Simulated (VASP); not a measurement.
# LiNbO3 (kpat) (R3c) in VASP: single point with PBE

Aim: the single point of LiNbO3 (kpat) with PBE.

Everything below comes from runs of VASP 6.6.1. Logs are shortened: lines on timing, memory, paths and dates and some standing lists are left out, and cuts for length are marked.

## Step 1: The cell of the first run

It takes space group R3c (No. 161, trigonal). Conventional cell: a = 5.066 Å, b = 5.066 Å, c = 13.690 Å, α = 90.00°, β = 90.00°, γ = 120.00°. Li (site symmetry 3) has 6 O at 1.98 to 2.21 Å within 2.6 Å. Within 2.5 Å of Nb (site symmetry 3) lie 6 O at 1.88 to 2.11 Å. Within 2.5 Å of O (site symmetry 1) lie 2 Nb at 1.88 to 2.11 Å and 2 Li at 1.98 to 2.21 Å.

## Step 2: Single point, PBE (strained cell)

INCAR reads:

```
SYSTEM = LiNbO3
PREC = Accurate
ENCUT = 520
EDIFF = 1E-6
ISMEAR = 0
SIGMA = 0.02
LREAL = .FALSE.
LASPH = .TRUE.
NELM = 80
ALGO = Normal
ISIF = 2
LWAVE = .FALSE.
LCHARG = .FALSE.
GGA = PE
NBANDS = 45
```

KPOINTS reads:

```
Automatic mesh
0
G
  6 6 6
  0 0 0
```

POSCAR reads:

```
LiNbO3
1.0
    2.5330330723      1.4624473262      4.5632453768
   -2.5330330723      1.4624473262      4.5632453768
    0.0000000000     -2.9248946524      4.5632453768
Li Nb O
2 2 6
Direct
    0.7049245974      0.7049245974      0.7049245974
    0.2049245974      0.2049245974      0.2049245974
    0.9877946232      0.9877946232      0.9877946232
    0.4877946232      0.4877946232      0.4877946232
    0.8874617571      0.2709783210      0.6152894914
    0.6152894914      0.8874617571      0.2709783210
    0.2709783210      0.6152894914      0.8874617571
    0.7709783210      0.3874617571      0.1152894914
    0.3874617571      0.1152894914      0.7709783210
    0.1152894914      0.7709783210      0.3874617571
```

Potentials or basis: VASP PAW PBE potentials, release 64 (Li_sv, Nb_sv, O).

On the command line:

```sh
$ cat potpaw_PBE.64/Li_sv/POTCAR potpaw_PBE.64/Nb_sv/POTCAR potpaw_PBE.64/O/POTCAR > POTCAR
$ mpirun -np 1 vasp_std > vasp.out
```

OUTCAR:

```text
SYSTEM = LiNbO3
   PREC = Accurate
   ENCUT = 520
   EDIFF = 1E-6
   ISMEAR = 0
   LREAL = .FALSE.
   LASPH = .TRUE.
   NELM = 80
   ISIF = 2
   GGA = PE

 ion  position               nearest neighbor table
   1  0.705  0.705  0.705-   9 1.98   8 1.98  10 1.98   5 2.21   7 2.21   6 2.21
   2  0.205  0.205  0.205-   6 1.98   5 1.98   7 1.98   8 2.21  10 2.21   9 2.21
   3  0.988  0.988  0.988-   7 1.88   5 1.88   6 1.88   8 2.11  10 2.11   9 2.11
   4  0.488  0.488  0.488-  10 1.88   8 1.88   9 1.88   5 2.11   7 2.11   6 2.11
   5  0.887  0.271  0.615-   3 1.88   2 1.98   4 2.11   1 2.21
   6  0.615  0.887  0.271-   3 1.88   2 1.98   4 2.11   1 2.21
   7  0.271  0.615  0.887-   3 1.88   2 1.98   4 2.11   1 2.21
   8  0.771  0.387  0.115-   4 1.88   1 1.98   3 2.11   2 2.21
   9  0.387  0.115  0.771-   4 1.88   1 1.98   3 2.11   2 2.21
  10  0.115  0.771  0.387-   4 1.88   1 1.98   3 2.11   2 2.21

  LATTYP: Found a trigonal (rhomboedric) cell.
 ALAT       =     5.4201676262
 COS(alpha) =     0.5631963285

  Lattice vectors:

 A1 = (   2.5330330723,   1.4624473262,   4.5632453768)
 A2 = (  -2.5330330723,   1.4624473262,   4.5632453768)
 A3 = (   0.0000000000,  -2.9248946524,   4.5632453768)

Analysis of symmetry for initial positions (statically):
=====================================================================
 Subroutine PRICEL returns:
 Original cell was already a primitive cell.

 Routine SETGRP: Setting up the symmetry group for a
 trigonal (rhombohedral) supercell.

 Subroutine GETGRP returns: Found  6 space group operations
 (whereof  3 operations were pure point group operations)
 out of a pool of 12 trial point group operations.

The static configuration has the point symmetry C_3 .
 The point group associated with its full space group is C_3v.

Analysis of symmetry for dynamics (positions and initial velocities):
=====================================================================
 Subroutine PRICEL returns:
 Original cell was already a primitive cell.

 Routine SETGRP: Setting up the symmetry group for a
 trigonal (rhombohedral) supercell.

 Subroutine GETGRP returns: Found  6 space group operations
 (whereof  3 operations were pure point group operations)
 out of a pool of 12 trial point group operations.

The dynamic configuration has the point symmetry C_3 .
 The point group associated with its full space group is C_3v.

 Subroutine INISYM returns: Found  6 space group operations
 (whereof  3 operations are pure point group operations),
 and found     1 'primitive' translations

----------------------------------------------------------------------------------------

                                     Primitive cell

  volume of cell :     101.4253

  direct lattice vectors                    reciprocal lattice vectors
     2.533033072  1.462447326  4.563245377     0.197391817  0.113964219  0.073047427
    -2.533033072  1.462447326  4.563245377    -0.197391817  0.113964219  0.073047427
     0.000000000 -2.924894652  4.563245377     0.000000000 -0.227928437  0.073047427

  length of vectors
     5.420167626  5.420167626  5.420167626     0.239347653  0.239347653  0.239347653

  position of ions in fractional coordinates (direct lattice)
     0.704924597  0.704924597  0.704924597
     0.204924597  0.204924597  0.204924597
     0.987794623  0.987794623  0.987794623
     0.487794623  0.487794623  0.487794623
     0.887461757  0.270978321  0.615289491
     0.615289491  0.887461757  0.270978321
     0.270978321  0.615289491  0.887461757
     0.770978321  0.387461757  0.115289491
     0.387461757  0.115289491  0.770978321
     0.115289491  0.770978321  0.387461757

  ion indices of the primitive-cell ions
   primitive index   ion index
                 1           1
                 2           2
                 3           3
                 4           4
                 5           5
                 6           6
                 7           7
                 8           8
                 9           9
                10          10

----------------------------------------------------------------------------------------

 KPOINTS: Automatic mesh

Automatic generation of k-mesh.
 Grid dimensions read from file:
 generate k-points for:    6    6    6

 Generating k-lattice:

  Cartesian coordinates                     Fractional coordinates (reciprocal lattice)
     0.032898636  0.018994036  0.012174571     0.166666667  0.000000000  0.000000000
    -0.032898636  0.018994036  0.012174571     0.000000000  0.166666667  0.000000000
     0.000000000 -0.037988073  0.012174571     0.000000000  0.000000000  0.166666667

  Length of vectors
     0.039891276  0.039891276  0.039891276

  Shift w.r.t. Gamma in fractional coordinates (k-lattice)
     0.000000000  0.000000000  0.000000000

 Subroutine IBZKPT returns following result:
 ===========================================

 Found     32 irreducible k-points:

 Following reciprocal coordinates:
            Coordinates               Weight
  0.000000  0.000000  0.000000      1.000000
  0.166667  0.000000  0.000000      6.000000
  0.333333  0.000000  0.000000      6.000000
  0.500000  0.000000  0.000000      3.000000
  0.166667  0.166667  0.000000      6.000000
  0.333333  0.166667  0.000000     12.000000
[... 16 lines left out ...]
  0.500000  0.500000  0.166667      6.000000
 -0.333333  0.500000  0.166667     12.000000
 [... further k-points ...]
   k-points           NKPTS =     32   k-points in BZ     NKDIM =     32   number of bands    NBANDS=     45
   number of dos      NEDOS =    301   number of ions     NIONS =     10
   total plane-waves  NPLWV =  64000
   dimension x,y,z NGX =    40 NGY =   40 NGZ =   40
   dimension x,y,z NGXF=    80 NGYF=   80 NGZF=   80
   ions per type =               2   2   6
   NGX,Y,Z   is equivalent  to a cutoff of  12.27, 12.27, 12.27 a.u.
   NGXF,Y,Z  is equivalent  to a cutoff of  24.54, 24.54, 24.54 a.u.
 SYSTEM =  LiNbO3
   PREC   = accura    normal or accurate (medium, high low for compatibility)
   ISTART =      0    job   : 0-new  1-cont  2-samecut
   ICHARG =      2    charge: 1-file 2-atom 10-const
   ISPIN  =      1    spin polarized calculation?
   LNONCOLLINEAR =      F non collinear calculations
   LSORBIT =      F    spin-orbit coupling
   LASPH  =      T    aspherical Exc in radial PAW
   ENCUT  =  520.0 eV  38.22 Ry    6.18 a.u.  10.08 10.08 10.08*2*pi/ulx,y,z
   NELM   =     80;   NELMIN=  2; NELMDL= -5     # of ELM steps
   EDIFF  = 0.1E-05   stopping-criterion for ELM
   LREAL  =      F    real-space projection
   EDIFFG = 0.1E-04   stopping-criterion for IOM
   NSW    =      0    number of steps for IOM
   IBRION =     -1    ionic relax: 0-MD 1-quasi-New 2-CG
   NFREE  =      0    steps in history (QN), initial steepest desc. (CG)
   ISIF   =      2    stress and relaxation
   ISYM   =      2    0-nonsym 1-usesym 2-fastsym
   POTIM  = 0.5000    time-step for ionic-motion
   TEBEG  =    0.0;   TEEND  =   0.0 temperature during run
   PSTRESS=    0.0 pullay stress
   NELECT =      68.0000    total number of electrons
   NUPDOWN=      -1.0000    fix difference up-down
   EMIN   =  10.00;   EMAX   =-10.00  energy-range for DOS
   EFERMI =   0.00;   METHOD = LEGACY
   ISMEAR =     0;   SIGMA  =   0.02  broadening in eV -4-tet -1-fermi 0-gaus
   EFERMI_NEDOS =   21; number of points for ismear=-14 and -15
   IALGO  =     38    algorithm
   IMIX   =      4    mixing-type and parameters
     AMIX     =   0.40;   BMIX     =  1.00
     AMIX_MAG =   1.60;   BMIX_MAG =  1.00
  volume/ion in A,a.u.               =      10.14        68.45
  Fermi-wavevector in a.u.,A,eV,Ry     =   1.432834  2.707663 27.932924  2.053012
  Thomas-Fermi vector in A             =   2.552418
   LORBIT       =      0    0 simple, 1 ext, 2 COOP (PROOUT), +10 PAW based schemes
   GGA     = PE    functional components
   LHFCALC =     F    Hartree Fock is set to
   AEXX    =    0.0000 exact exchange contribution
   IVDW    =     0    specifies the selected vdW correction
   LEPSILON=     F    determine dielectric tensor
   LRPA    =     F    only Hartree local field effects (RPA)
 non-spin polarized calculation
 Gauss-broadening in eV      SIGMA  =   0.02
  energy-cutoff  :      520.00
  volume of cell :      101.43
 maximum number of plane-waves:      2748
   NGX = 21   NGY = 21   NGZ = 21

 number of electron      67.9999996 magnetization

 Free energy of the ion-electron system (eV)
  ---------------------------------------------------
  ext. energy  EPLUGINS =         0.00000000
  ---------------------------------------------------
  free energy    TOTEN  =       -79.84436818 eV

  energy without entropy =      -79.84436818  energy(sigma->0) =      -79.84436818

 E-fermi :   4.0899     XC(G=0): -11.0694

 val. band max:        3.9637492889   @ k =   0.1667   0.1667   0.1667
 cond. band min:       7.5838231572   @ k =  -0.3333   0.3333   0.0000
 fundamental gap:      3.6200738683
 Fermi energy:         4.0899294641

 k-point     1 :       0.0000    0.0000    0.0000
  band No.  band energies     occupation
      1     -50.1724      2.00000
      2     -50.1537      2.00000
      3     -38.3031      2.00000
      4     -38.2996      2.00000
      5     -26.4966      2.00000
      6     -26.4966      2.00000
[... 37 lines left out ...]
     44      13.9775      0.00000
     45      13.9795      0.00000

 k-point     2 :       0.1667    0.0000    0.0000
  band No.  band energies     occupation
      1     -50.1712      2.00000
      2     -50.1550      2.00000
      3     -38.3029      2.00000
      4     -38.2998      2.00000
      5     -26.4872      2.00000
      6     -26.4854      2.00000
[... 37 lines left out ...]
     44      13.9031      0.00000
     45      13.9457      0.00000

 k-point     3 :       0.3333    0.0000    0.0000
  band No.  band energies     occupation
      1     -50.1677      2.00000
      2     -50.1583      2.00000
      3     -38.3024      2.00000
      4     -38.3005      2.00000
      5     -26.4593      2.00000
      6     -26.4544      2.00000
[... 37 lines left out ...]
     44      13.7388      0.00000
     45      13.8773      0.00000

 k-point     4 :       0.5000    0.0000    0.0000
  band No.  band energies     occupation
      1     -50.1630      2.00000
      2     -50.1630      2.00000
      3     -38.3015      2.00000
      4     -38.3015      2.00000
      5     -26.4168      2.00000
      6     -26.4168      2.00000
[... 901 lines left out ...]
     44      13.7657      0.00000
     45      14.1365      0.00000

 k-point    23 :       0.5000    0.5000    0.1667
  band No.  band energies     occupation
      1     -50.1657      2.00000
      2     -50.1603      2.00000
      3     -38.3020      2.00000
      4     -38.3009      2.00000
      5     -26.4974      2.00000
      6     -26.4896      2.00000
[... 37 lines left out ...]
     44      13.7428      0.00000
     45      14.4219      0.00000

 k-point    24 :      -0.3333    0.5000    0.1667
  band No.  band energies     occupation
      1     -50.1645      2.00000
      2     -50.1614      2.00000
      3     -38.3018      2.00000
      4     -38.3011      2.00000
      5     -26.5032      2.00000
      6     -26.5004      2.00000
[... 37 lines left out ...]
     44      13.6812      0.00000
     45      14.8449      0.00000

 [... further k-points ...]
[... 5 lines left out ...]
  --------------------------------------------------------------------------------------
  -------------------------------------------------------------------------------------
  Total        5.3204148      5.3204148      5.7166293      0.0000000     -0.0000000      0.0000000
  in kB       84.0446177     84.0446177     90.3034718      0.0000000     -0.0000000      0.0000000
  external PRESSURE =      86.1309024 kB  Pullay stress =       0.0000000 kB

 VOLUME and BASIS-vectors are now :
 -----------------------------------------------------------------------------
  energy-cutoff  :      520.00
  volume of cell :      101.43
      direct lattice vectors                 reciprocal lattice vectors
     2.533033072  1.462447326  4.563245377     0.197391817  0.113964219  0.073047427
    -2.533033072  1.462447326  4.563245377    -0.197391817  0.113964219  0.073047427
     0.000000000 -2.924894652  4.563245377     0.000000000 -0.227928437  0.073047427

 POSITION                                       TOTAL-FORCE (eV/Angst)
 -----------------------------------------------------------------------------------
      0.00000      0.00000      9.65023         0.000000     -0.000000     -0.010448
      0.00000      0.00000      2.80536         0.000000     -0.000000     -0.010448
      0.00000      0.00000     13.52265         0.000000     -0.000000      0.035959
      0.00000      0.00000      6.67778         0.000000     -0.000000      0.035959
      1.56157     -0.10550      8.09396        -0.010126     -0.012856     -0.008504
     -0.68942      1.40511      8.09396         0.016196     -0.002341     -0.008504
     -0.87215     -1.29961      8.09396        -0.006070      0.015197     -0.008504
      0.97146      1.35695      5.81234         0.010126     -0.012856     -0.008504
      0.68942     -1.51978      5.81234        -0.016196     -0.002341     -0.008504
     -1.66088      0.16284      5.81234         0.006070      0.015197     -0.008504
 -----------------------------------------------------------------------------------
    total drift:                                0.000000     -0.000001      0.000642

  FREE ENERGIE OF THE ION-ELECTRON SYSTEM (eV)
  ---------------------------------------------------
  free  energy   TOTEN  =       -79.8443681768 eV

  energy  without entropy=      -79.8443681768  energy(sigma->0) =      -79.84436818
```

Run time: 1.9 min. Hardware: 1 thread of Intel Xeon 6975P-C (Granite Rapids), shared host; peak memory 0.3 GiB.

Results:

```
Free energy            : -79.8444 eV
Largest force          : 0.036 eV/Å
Band gap on the k mesh : 3.62 eV, indirect (least direct gap 3.71 eV)
```

Forces in eV/Å, atoms in the order of the input:
```
Li   0.000  0.000 -0.010
Li   0.000  0.000 -0.010
Nb   0.000  0.000  0.036
Nb   0.000  0.000  0.036
O   -0.010 -0.013 -0.009
O    0.016 -0.002 -0.009
O   -0.006  0.015 -0.009
O    0.010 -0.013 -0.009
O   -0.016 -0.002 -0.009
O    0.006  0.015 -0.009
```

Levels at points of the mesh, in eV from the valence-band top:
| k point | band 32 | band 33 | band 34 | band 35 | band 36 | band 37 |
| --- | --- | --- | --- | --- | --- | --- |
| (0.00, 0.00, 0.00) | -0.51 | -0.02 | -0.02 | 3.70 | 3.70 | 4.10 |
| (0.50, 0.00, 0.00) | -0.27 | -0.15 | -0.15 | 3.89 | 3.89 | 4.78 |
| (0.50, 0.50, 0.00) | -0.60 | -0.41 | -0.26 | 3.76 | 4.10 | 4.59 |
| (0.50, 0.50, 0.50) | -0.29 | -0.29 | -0.29 | 4.71 | 4.71 | 4.92 |

Caveat: the cell differs from its parent crystal (strained cell); the cutoff is under 1.25 times the usual one of these potentials, so pressure, stress and relaxed cells hold a basis-set (Pulay) error.
